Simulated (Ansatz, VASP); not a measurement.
## Ta4C3: VASP beside Ansatz

```
CELL_PARAMETERS angstrom
1.66801 0.96303 10.16451
-1.66801 0.96303 10.16451
0.00000 -1.92605 10.16451
ATOMIC_POSITIONS crystal
Ta 0.37337 0.37337 0.37337
Ta 0.62446 0.62446 0.62446
Ta 0.20962 0.20962 0.20962
Ta 0.79440 0.79440 0.79440
C 0.50259 0.50259 0.50259
C 0.99602 0.99602 0.99602
C 0.08454 0.08454 0.08454
```

Change from the starting cell: strain +0.0750 x Voigt [1, 1, 0, 0, 0, 0], atoms carried along.

Alike in both runs: task single point; functional PBEsol; k mesh 12 × 12 × 12; occupations gaussian, width 0.15 eV; no spin polarisation.

|  | VASP | Ansatz |
| --- | --- | --- |
| version | VASP 6.6.1 | Ansatz 0.2.0 |
| potentials or method | VASP PAW PBE potentials, release 64 (Ta_pv, C), cutoff 520 eV | scalar-relativistic, plane waves, PAW |
| valence electrons in the cell | 56 | 64 |

Ansatz gave:

| Item | Value |
| --- | --- |
| gap on the k mesh at the Fermi level (eV) | none |
| pressure (GPa) | -33.3 |
| traceless stress, the component that is largest in VASP (GPa) | 12.27 |
| rms of the force components (eV/Å) | 0.377 |

Task: Which values does VASP return?

Result: gap on the k mesh at the Fermi level (eV): none; pressure (GPa): -32.9; traceless stress, the component that is largest in VASP (GPa): 12.20; rms of the force components (eV/Å): 0.370.

VASP's potentials were made for PBE, not for PBEsol. Atom by atom the forces differ by 0.008 eV/Å (rms over components). A gap of «none» marks a metal or a gap that the smearing closes. Both programs put the cell under strong tension, so it lies far from rest at this level. With one functional, cell and mesh, what is left measures potentials, basis and numerics. VASP's potentials hold 56 valence electrons a cell and Ansatz's 64, so a difference there can come from the potentials and not from the codes.

Spin-orbit coupling is off throughout. Noted on VASP's run: the cell as given lies far from equilibrium.
